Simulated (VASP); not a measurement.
## GaSe5: single point with PBE

GaSe5:

```
Ga Se
1.0
     4.80648    0.00000    0.00000
    -2.40324    4.16253    0.00000
     0.00000    0.00000   12.35411
Ga Se
1 5
Direct
  0.00000 0.00000 0.00000
  0.33333 0.66667 0.50000
  0.66667 0.33333 0.50000
  0.00000 0.00000 0.50000
  0.00000 0.00000 0.82192
  0.00000 0.00000 0.17808
```

```yaml
Program: VASP 6.6.1
Task: single point
Functional: PBE
Potentials_or_basis: VASP PAW PBE potentials, release 64 (Ga_d, Se)
Cutoff: 520 eV
k_mesh: 12 × 12 × 4
Occupations: gaussian, width 0.1 eV
Spin: no spin polarisation
Dipole_correction: no
k_mesh_for_the_DOS: 18 × 18 × 6
Occupations_for_the_DOS: tetrahedron
Further_INCAR_settings: ALGO = Fast; EDIFF = 1e-07
```

```
Valence electrons inside the program's atomic spheres : Ga 11.67; Se 3.67, 3.74 (each value once)
```

Levels at points of the mesh, in eV from the Fermi level:
```tsv
k point	band 18	band 19	band 20	band 21	band 22	band 23	band 24	band 25
(0.00, 0.00, 0.00)	-0.40	-0.40	0.16	0.16	0.45	0.47	2.55	4.97
(0.50, 0.00, 0.00)	-1.34	-0.61	-0.56	-0.18	-0.01	1.14	1.14	2.94
(0.00, 0.00, 0.50)	-0.40	-0.40	0.17	0.17	0.41	0.47	2.88	4.91
(0.50, 0.00, 0.50)	-1.30	-0.61	-0.61	-0.21	-0.01	1.13	1.14	1.96
```

Run time: 53 min on 1 thread of Oxide Virtual Turin-like Processor (shared host), peak memory 0.89 GiB.

Caveat: an odd number of electrons without spin polarisation forces a metal; a magnetic or distorted state may lie lower.
